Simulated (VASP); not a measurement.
# AlP8: relaxation of cell and atoms with PBE+D3(BJ)

The system is AlP8.

```
CELL_PARAMETERS angstrom
3.31000 0.00000 0.00000
0.00000 10.17612 0.00000
0.00000 0.00000 4.38000
ATOMIC_POSITIONS crystal
Al 0.00000 0.00000 0.66000
P 0.50000 0.85701 0.41000
P 0.00000 0.85701 0.09000
P 0.50000 0.65477 0.59000
P 0.00000 0.65477 0.91000
P 0.50000 0.34523 0.59000
P 0.00000 0.34523 0.91000
P 0.50000 0.14299 0.41000
P 0.00000 0.14299 0.09000
```

| Property | Result |
| --- | --- |
| Program | VASP 6.6.1 |
| Task | relaxation of cell and atoms |
| Functional | PBE |
| Dispersion | D3(BJ) |
| Potentials or basis | VASP PAW PBE potentials, release 64 (Al, P) |
| Cutoff | 600 eV |
| k mesh | 6 × 2 × 4 |
| Occupations | gaussian, width 0.1 eV |
| Spin | no spin polarisation |
| Dipole correction | no |
| Further INCAR settings | ALGO = Normal; EDIFF = 1e-07; IBRION = 2; EDIFFG = -0.04; NSW = 90; ISIF = 3 |

```yaml
Relaxed_volume: 17.78 Å³/atom
Relaxed_cell: a = 3.241 Å, b = 10.945 Å, c = 4.512 Å, α = 90.00°, β = 90.00°, γ = 90.00°
Space_group_after_relaxing_to_0.05_Å: Pmm2 (No. 25)
Energy_gained_by_relaxing: 115.5 meV/atom
Ionic_steps: 17
Pressure_after_relaxing: -0.2 GPa
Largest_force_after_relaxing: 0.014 eV/Å
Dispersion_energy_per_atom: -0.387 eV
```

Forces on the atoms (eV/Å):
```
Al   0.000  0.000 -0.014
P    0.000 -0.012 -0.006
P    0.000  0.004 -0.001
P    0.000 -0.003  0.010
P    0.000 -0.005  0.004
P    0.000  0.003  0.010
P    0.000  0.005  0.004
P    0.000  0.012 -0.006
P    0.000 -0.004 -0.001
```

Stress tensor (GPa, compression positive):
```
-0.23  0.00  0.00
 0.00 -0.22  0.00
 0.00  0.00 -0.08
```

Step by step:
```csv
step,energy change (eV),largest force (eV/Å),pressure (GPa),volume (Å³)
1,0.0000,1.2525,9.69,147.53
2,-0.5940,0.9056,-5.03,169.61
3,-0.6843,0.8856,-1.75,162.97
4,-0.9064,0.6549,-0.85,161.49
5,-0.9394,0.5432,-0.37,160.87
6,-0.9427,0.5087,-0.15,160.59
7,-0.9875,0.2491,0.34,159.88
8,-0.9915,0.2667,0.64,159.58
9,-1.0083,0.2338,-0.16,161.17
10,-1.0116,0.2326,-0.68,162.27
11,-1.0235,0.1506,-0.09,161.41
12,-1.0239,0.1880,0.04,161.23
13,-1.0312,0.0999,-0.03,160.90
14,-1.0354,0.0623,-0.12,160.39
15,-1.0391,0.0669,0.16,159.59
16,-1.0392,0.0626,0.13,159.67
17,-1.0397,0.0135,-0.18,160.01
```

Final structure:
```
Al P
1.0
     3.24053    0.00000    0.00000
     0.00000   10.94490    0.00000
     0.00000    0.00000    4.51154
Al P
1 8
Direct
  0.00000 0.00000 0.70670
  0.50000 0.85266 0.43432
  0.00000 0.84106 0.07488
  0.50000 0.65182 0.56517
  0.00000 0.64799 0.90228
  0.50000 0.34818 0.56517
  0.00000 0.35201 0.90228
  0.50000 0.14734 0.43432
  0.00000 0.15894 0.07488
```

Levels at points of the mesh, in eV from the Fermi level:
```tsv
k point	band 18	band 19	band 20	band 21	band 22	band 23	band 24	band 25
(0.00, 0.00, 0.00)	-2.20	-1.78	-1.60	-0.47	0.91	1.46	1.55	1.75
(0.50, 0.00, 0.00)	-3.64	-2.72	-2.09	-2.04	-1.33	-1.05	0.18	0.20
(0.00, 0.50, 0.00)	-1.92	-1.80	-1.47	-0.26	0.24	1.05	1.25	2.01
(0.50, 0.50, 0.00)	-3.15	-2.80	-2.67	-2.61	-1.22	-1.21	-0.04	0.62
(0.00, 0.00, 0.50)	-2.30	-1.97	-1.19	-0.07	0.86	0.97	1.14	1.75
(0.50, 0.00, 0.50)	-3.94	-1.70	-1.67	-1.05	0.17	1.74	1.81	1.92
(0.00, 0.50, 0.50)	-2.06	-1.95	-1.27	0.79	1.13	1.19	1.38	1.75
(0.50, 0.50, 0.50)	-2.96	-2.83	-2.78	-0.78	0.67	1.23	1.86	2.66
```

Wall time 13 min on 1 thread of AMD EPYC 9R45 96-Core Processor (Zen 5), with other jobs on the host, peak memory 0.31 GiB.
